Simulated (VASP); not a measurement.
# ZnF2 (P4_2/mnm) in VASP: further runs

The runs below take ZnF2 through electric field gradients, vibrations by perturbation theory, with PBEsol.

Program: VASP 6.6.1. These are calculated values, not measurements. Logs are shortened: lines on timing, memory, paths and dates and some standing lists are left out, and cuts for length are marked.

## (1) The cell of the first run

Symmetry: P4_2/mnm, No. 136, tetragonal system. Conventional cell: a = 4.718 Å, b = 4.718 Å, c = 3.128 Å, α = 90.00°, β = 90.00°, γ = 90.00°. Zn (site symmetry mmm) has 6 F at 2.03 to 2.04 Å within 2.7 Å. F (site symmetry m2m) has 3 Zn at 2.03 to 2.04 Å and 1 F at 2.62 Å within 2.7 Å.

## (2) Electric field gradients, PBEsol

Contents of INCAR:

```
ALGO = Normal
EDIFF = 1E-8
ENCUT = 520
GGA = PS
GGA_COMPAT = F
ISIF = 2
ISMEAR = 0
LASPH = T
LCHARG = F
LEFG = T
LREAL = F
LWAVE = F
NBANDS = 35
NELM = 120
PREC = Accurate
SIGMA = 0.05
```

Contents of KPOINTS:

```
k-points
0
Gamma
  6 6 10
```

Contents of POSCAR:

```
ZnF2
1.0
    4.7177756171      0.0000000000      0.0000000000
    0.0000000000      4.7177756171      0.0000000000
    0.0000000000      0.0000000000      3.1284470562
Zn F
2 4
Direct
    0.0000000000      0.0000000000      0.0000000000
    0.5000000000      0.5000000000      0.5000000000
    0.3038554922      0.3038554922      0.0000000000
    0.1961445078      0.8038554922      0.5000000000
    0.6961445078      0.6961445078      0.0000000000
    0.8038554922      0.1961445078      0.5000000000
```

Potentials or basis: VASP PAW PBE potentials, release 64 (Zn, F).

On the command line:

```console
cat potpaw_PBE.64/Zn/POTCAR potpaw_PBE.64/F/POTCAR > POTCAR
mpirun -np 1 vasp_std > vasp.out
```

OUTCAR:

```text
EDIFF = 1E-8
   ENCUT = 520
   GGA = PS
   ISIF = 2
   ISMEAR = 0
   LASPH = T
   LREAL = F
   NELM = 120
   PREC = Accurate

 ion  position               nearest neighbor table
   1  0.000  0.000  0.000-   3 2.03   5 2.03   4 2.04   6 2.04   4 2.04   6 2.04
   2  0.500  0.500  0.500-   4 2.03   6 2.03   5 2.04   3 2.04   3 2.04   5 2.04
   3  0.304  0.304  0.000-   1 2.03   2 2.04   2 2.04
   4  0.196  0.804  0.500-   2 2.03   1 2.04   1 2.04
   5  0.696  0.696  0.000-   1 2.03   2 2.04   2 2.04
   6  0.804  0.196  0.500-   2 2.03   1 2.04   1 2.04

  LATTYP: Found a simple tetragonal cell.
 ALAT       =     4.7177756171
 C/A-ratio  =     0.6631190862

  Lattice vectors:

 A1 = (   4.7177756171,   0.0000000000,   0.0000000000)
 A2 = (   0.0000000000,   4.7177756171,   0.0000000000)
 A3 = (   0.0000000000,   0.0000000000,   3.1284470562)

Analysis of symmetry for initial positions (statically):
=====================================================================
 Subroutine PRICEL returns:
 Original cell was already a primitive cell.

 Routine SETGRP: Setting up the symmetry group for a
 simple tetragonal supercell.

 Subroutine GETGRP returns: Found 16 space group operations
 (whereof  8 operations were pure point group operations)
 out of a pool of 16 trial point group operations.

The static configuration has the point symmetry D_2h.
 The point group associated with its full space group is D_4h.

Analysis of symmetry for dynamics (positions and initial velocities):
=====================================================================
 Subroutine PRICEL returns:
 Original cell was already a primitive cell.

 Routine SETGRP: Setting up the symmetry group for a
 simple tetragonal supercell.

 Subroutine GETGRP returns: Found 16 space group operations
 (whereof  8 operations were pure point group operations)
 out of a pool of 16 trial point group operations.

The dynamic configuration has the point symmetry D_2h.
 The point group associated with its full space group is D_4h.

 Subroutine INISYM returns: Found 16 space group operations
 (whereof  8 operations are pure point group operations),
 and found     1 'primitive' translations

----------------------------------------------------------------------------------------

                                     Primitive cell

  volume of cell :      69.6311

  direct lattice vectors                    reciprocal lattice vectors
     4.717775617  0.000000000  0.000000000     0.211964299  0.000000000  0.000000000
     0.000000000  4.717775617  0.000000000     0.000000000  0.211964299  0.000000000
     0.000000000  0.000000000  3.128447056     0.000000000  0.000000000  0.319647410

  length of vectors
     4.717775617  4.717775617  3.128447056     0.211964299  0.211964299  0.319647410

  position of ions in fractional coordinates (direct lattice)
     0.000000000  0.000000000  0.000000000
     0.500000000  0.500000000  0.500000000
     0.303855492  0.303855492  0.000000000
     0.196144508  0.803855492  0.500000000
     0.696144508  0.696144508  0.000000000
     0.803855492  0.196144508  0.500000000

  ion indices of the primitive-cell ions
   primitive index   ion index
                 1           1
                 2           2
                 3           3
                 4           4
                 5           5
                 6           6

----------------------------------------------------------------------------------------

 KPOINTS: k-points

Automatic generation of k-mesh.
 Grid dimensions read from file:
 generate k-points for:    6    6   10

 Generating k-lattice:

  Cartesian coordinates                     Fractional coordinates (reciprocal lattice)
     0.035327383  0.000000000  0.000000000     0.166666667  0.000000000  0.000000000
     0.000000000  0.035327383  0.000000000     0.000000000  0.166666667  0.000000000
     0.000000000  0.000000000  0.031964741     0.000000000  0.000000000  0.100000000

  Length of vectors
     0.035327383  0.035327383  0.031964741

  Shift w.r.t. Gamma in fractional coordinates (k-lattice)
     0.000000000  0.000000000  0.000000000

 Subroutine IBZKPT returns following result:
 ===========================================

 Found     60 irreducible k-points:

 Following reciprocal coordinates:
            Coordinates               Weight
  0.000000  0.000000  0.000000      1.000000
  0.166667  0.000000  0.000000      4.000000
  0.333333  0.000000  0.000000      4.000000
  0.500000  0.000000  0.000000      2.000000
  0.166667  0.166667  0.000000      4.000000
  0.333333  0.166667  0.000000      8.000000
[... 16 lines left out ...]
  0.333333  0.000000  0.200000      8.000000
  0.500000  0.000000  0.200000      4.000000
 [... further k-points ...]
   k-points           NKPTS =     60   k-points in BZ     NKDIM =     60   number of bands    NBANDS=     35
   number of dos      NEDOS =    301   number of ions     NIONS =      6
   total plane-waves  NPLWV =  31104
   dimension x,y,z NGX =    36 NGY =   36 NGZ =   24
   dimension x,y,z NGXF=    72 NGYF=   72 NGZF=   48
   ions per type =               2   4
   NGX,Y,Z   is equivalent  to a cutoff of  12.69, 12.69, 12.75 a.u.
   NGXF,Y,Z  is equivalent  to a cutoff of  25.37, 25.37, 25.51 a.u.
 SYSTEM =  unknown system
   PREC   = accura    normal or accurate (medium, high low for compatibility)
   ISTART =      0    job   : 0-new  1-cont  2-samecut
   ICHARG =      2    charge: 1-file 2-atom 10-const
   ISPIN  =      1    spin polarized calculation?
   LNONCOLLINEAR =      F non collinear calculations
   LSORBIT =      F    spin-orbit coupling
   LASPH  =      T    aspherical Exc in radial PAW
   ENCUT  =  520.0 eV  38.22 Ry    6.18 a.u.   8.77  8.77  5.82*2*pi/ulx,y,z
   NELM   =    120;   NELMIN=  2; NELMDL= -5     # of ELM steps
   EDIFF  = 0.1E-07   stopping-criterion for ELM
   LREAL  =      F    real-space projection
   EDIFFG = 0.1E-06   stopping-criterion for IOM
   NSW    =      0    number of steps for IOM
   IBRION =     -1    ionic relax: 0-MD 1-quasi-New 2-CG
   NFREE  =      0    steps in history (QN), initial steepest desc. (CG)
   ISIF   =      2    stress and relaxation
   ISYM   =      2    0-nonsym 1-usesym 2-fastsym
   POTIM  = 0.5000    time-step for ionic-motion
   TEBEG  =    0.0;   TEEND  =   0.0 temperature during run
   PSTRESS=    0.0 pullay stress
   NELECT =      52.0000    total number of electrons
   NUPDOWN=      -1.0000    fix difference up-down
   EMIN   =  10.00;   EMAX   =-10.00  energy-range for DOS
   EFERMI =   0.00;   METHOD = LEGACY
   ISMEAR =     0;   SIGMA  =   0.05  broadening in eV -4-tet -1-fermi 0-gaus
   EFERMI_NEDOS =   21; number of points for ismear=-14 and -15
   IALGO  =     38    algorithm
   IMIX   =      4    mixing-type and parameters
     AMIX     =   0.40;   BMIX     =  1.00
     AMIX_MAG =   1.60;   BMIX_MAG =  1.00
  volume/ion in A,a.u.               =      11.61        78.32
  Fermi-wavevector in a.u.,A,eV,Ry     =   1.485279  2.806771 30.015199  2.206055
  Thomas-Fermi vector in A             =   2.598711
   LORBIT       =      0    0 simple, 1 ext, 2 COOP (PROOUT), +10 PAW based schemes
   GGA     = PS    functional components
   LHFCALC =     F    Hartree Fock is set to
   AEXX    =    0.0000 exact exchange contribution
   IVDW    =     0    specifies the selected vdW correction
   LEPSILON=     F    determine dielectric tensor
   LRPA    =     F    only Hartree local field effects (RPA)
 non-spin polarized calculation
 Gauss-broadening in eV      SIGMA  =   0.05
  energy-cutoff  :      520.00
  volume of cell :       69.63
 maximum number of plane-waves:      1900
 NGX is ok and might be reduce to    36
   NGX = 17   NGY = 17   NGZ = 11

 number of electron      51.9999957 magnetization

 Free energy of the ion-electron system (eV)
  ---------------------------------------------------
  ext. energy  EPLUGINS =         0.00000000
  ---------------------------------------------------
  free energy    TOTEN  =       -24.71175448 eV

  energy without entropy =      -24.71175448  energy(sigma->0) =      -24.71175448

 E-fermi :  -1.0092     XC(G=0): -10.5295

 val. band max:       -1.2976445792   @ k =   0.0000   0.0000   0.0000
 cond. band min:       2.0714199293   @ k =   0.0000   0.0000   0.0000
 fundamental gap:      3.3690645085
 Fermi energy:        -1.0091982009

 k-point     1 :       0.0000    0.0000    0.0000
  band No.  band energies     occupation
      1     -23.0572      2.00000
      2     -22.2650      2.00000
      3     -22.2650      2.00000
      4     -22.2357      2.00000
      5      -7.5824      2.00000
      6      -6.6610      2.00000
[... 27 lines left out ...]
     34      13.5056      0.00000
     35      13.5056      0.00000

 k-point     2 :       0.1667    0.0000    0.0000
  band No.  band energies     occupation
      1     -23.0141      2.00000
      2     -22.3652      2.00000
      3     -22.2559      2.00000
      4     -22.1935      2.00000
      5      -7.4481      2.00000
      6      -6.6212      2.00000
[... 27 lines left out ...]
     34      14.1004      0.00000
     35      14.1118      0.00000

 k-point     3 :       0.3333    0.0000    0.0000
  band No.  band energies     occupation
      1     -22.8928      2.00000
      2     -22.5304      2.00000
      3     -22.2319      2.00000
      4     -22.1848      2.00000
      5      -7.0899      2.00000
      6      -6.5502      2.00000
[... 27 lines left out ...]
     34      14.6041      0.00000
     35      14.7115      0.00000
[... 723 lines left out ...]
 k-point    23 :       0.3333    0.0000    0.2000
  band No.  band energies     occupation
      1     -22.7842      2.00000
      2     -22.4763      2.00000
      3     -22.2278      2.00000
      4     -22.2000      2.00000
      5      -6.8391      2.00000
      6      -6.3529      2.00000
[... 27 lines left out ...]
     34      13.3041      0.00000
     35      13.6671      0.00000

 k-point    24 :       0.5000    0.0000    0.2000
  band No.  band energies     occupation
      1     -22.6356      2.00000
      2     -22.6356      2.00000
      3     -22.2105      2.00000
      4     -22.2105      2.00000
      5      -6.4514      2.00000
      6      -6.4514      2.00000
[... 27 lines left out ...]
     34      13.0208      0.00000
     35      14.8573      0.00000

 [... further k-points ...]
[... 5 lines left out ...]
  --------------------------------------------------------------------------------------
  -------------------------------------------------------------------------------------
  Total        0.2113023      0.2113023      0.3575256     -0.0000000      0.0000000      0.0000000
  in kB        4.8619606      4.8619606      8.2264866     -0.0000000      0.0000000      0.0000000
  external PRESSURE =       5.9834693 kB  Pullay stress =       0.0000000 kB

 VOLUME and BASIS-vectors are now :
 -----------------------------------------------------------------------------
  energy-cutoff  :      520.00
  volume of cell :       69.63
      direct lattice vectors                 reciprocal lattice vectors
     4.717775617  0.000000000  0.000000000     0.211964299  0.000000000  0.000000000
     0.000000000  4.717775617  0.000000000     0.000000000  0.211964299  0.000000000
     0.000000000  0.000000000  3.128447056     0.000000000  0.000000000  0.319647410

 POSITION                                       TOTAL-FORCE (eV/Angst)
 -----------------------------------------------------------------------------------
      0.00000      0.00000      0.00000         0.000000     -0.000000      0.000000
      2.35889      2.35889      1.56422         0.000000     -0.000000      0.000000
      1.43352      1.43352      0.00000        -0.011555     -0.011555      0.000000
      0.92537      3.79241      1.56422         0.011555     -0.011555      0.000000
      3.28425      3.28425      0.00000         0.011555      0.011555     -0.000000
      3.79241      0.92537      1.56422        -0.011555      0.011555     -0.000000
 -----------------------------------------------------------------------------------
    total drift:                                0.000000      0.000000      0.000000

  FREE ENERGIE OF THE ION-ELECTRON SYSTEM (eV)
  ---------------------------------------------------
  free  energy   TOTEN  =       -24.7117544838 eV

  energy  without entropy=      -24.7117544838  energy(sigma->0) =      -24.71175448

 Electric field gradients (V/A^2)
---------------------------------------------------------------------
 ion       V_xx      V_yy      V_zz      V_xy      V_xz      V_yz
---------------------------------------------------------------------
   1       7.539     7.539   -15.079   -12.568     0.000    -0.000
   2       7.539     7.539   -15.079    12.568     0.000     0.000
   3     -13.957   -13.957    27.913    78.303     0.000    -0.000
   4     -13.957   -13.957    27.913   -78.303    -0.000     0.000
   5     -13.957   -13.957    27.913    78.303     0.000     0.000
   6     -13.957   -13.957    27.913   -78.303     0.000     0.000
---------------------------------------------------------------------

 Electric field gradients after diagonalization (V/A^2)
 (convention: |V_zz| > |V_xx| > |V_yy|)
----------------------------------------------------------------------
 ion       V_xx      V_yy      V_zz     asymmetry (V_yy - V_xx)/ V_zz
----------------------------------------------------------------------
   1     -15.079    -5.029    20.108       0.500
   2     -15.079    -5.029    20.108       0.500
   3      64.346    27.913   -92.260       0.395
   4      64.346    27.913   -92.260       0.395
   5      64.346    27.913   -92.260       0.395
   6      64.346    27.913   -92.260       0.395
----------------------------------------------------------------------

           NMR quadrupolar parameters

 Cq : quadrupolar parameter    Cq=e*Q*V_zz/h
 eta: asymmetry parameters     (V_yy - V_xx)/ V_zz
 Q  : nuclear electric quadrupole moment in mb (millibarn)
----------------------------------------------------------------------
 ion       Cq(MHz)       eta       Q (mb)
----------------------------------------------------------------------
   1       0.049       0.500       1.000
   2       0.049       0.500       1.000
   3      -0.223       0.395       1.000
   4      -0.223       0.395       1.000
   5      -0.223       0.395       1.000
   6      -0.223       0.395       1.000
----------------------------------------------------------------------
```

It took 1.7 min on 1 thread of AMD EPYC 9R45 (Zen 5), shared host; peak memory 0.21 GiB.

What came out:

```yaml
Free_energy: -24.7118 eV
Pressure: 0.6 GPa
Largest_force: 0.016 eV/Å
Band_gap_on_the_k_mesh: 3.37 eV
Largest_electric_field_gradient_by_atom: Zn +20.1; F -92.3 V/Å²
```

Forces in eV/Å, atoms in the order of the input:
```
Zn   0.000  0.000  0.000
Zn   0.000  0.000  0.000
F   -0.012 -0.012  0.000
F    0.012 -0.012  0.000
F    0.012  0.012  0.000
F   -0.012  0.012  0.000
```

Stress tensor (GPa, compression positive):
```
0.49 0.00 0.00
0.00 0.49 0.00
0.00 0.00 0.82
```

Levels at points of the mesh, in eV from the valence-band top:
| k point | band 23 | band 24 | band 25 | band 26 | band 27 | band 28 | band 29 | band 30 |
| --- | --- | --- | --- | --- | --- | --- | --- | --- |
| (0.00, 0.00, 0.00) | -1.15 | -0.31 | -0.31 | 0.00 | 3.37 | 9.24 | 9.48 | 9.48 |
| (0.50, 0.00, 0.00) | -0.63 | -0.63 | -0.39 | -0.39 | 5.98 | 5.98 | 10.41 | 10.41 |
| (0.50, 0.50, 0.00) | -1.23 | -1.23 | -0.32 | -0.32 | 6.92 | 6.92 | 9.04 | 9.04 |
| (0.00, 0.00, 0.50) | -1.31 | -1.31 | -1.21 | -1.21 | 8.17 | 8.17 | 11.75 | 11.75 |
| (0.50, 0.00, 0.50) | -1.30 | -1.30 | -0.04 | -0.04 | 8.69 | 8.69 | 10.18 | 10.18 |
| (0.50, 0.50, 0.50) | -1.21 | -1.21 | -0.81 | -0.81 | 7.99 | 7.99 | 11.32 | 11.32 |

Electric field gradients, principal values (V/Å²):
| atom | least | middle | greatest (by size) |
| --- | --- | --- | --- |
| 1 Zn | -5.029 | -15.079 | 20.108 |
| 2 Zn | -5.029 | -15.079 | 20.108 |
| 3 F | 27.913 | 64.346 | -92.260 |
| 4 F | 27.913 | 64.346 | -92.260 |
| 5 F | 27.913 | 64.346 | -92.260 |
| 6 F | 27.913 | 64.346 | -92.260 |

Caveat: without QUAD_EFG the Cq values of the log hold for a quadrupole moment of 1 mb, not for the nuclei; the PAW data sets were made with another functional, which shifts forces and pressure a little.

[end of part 1 of 2]
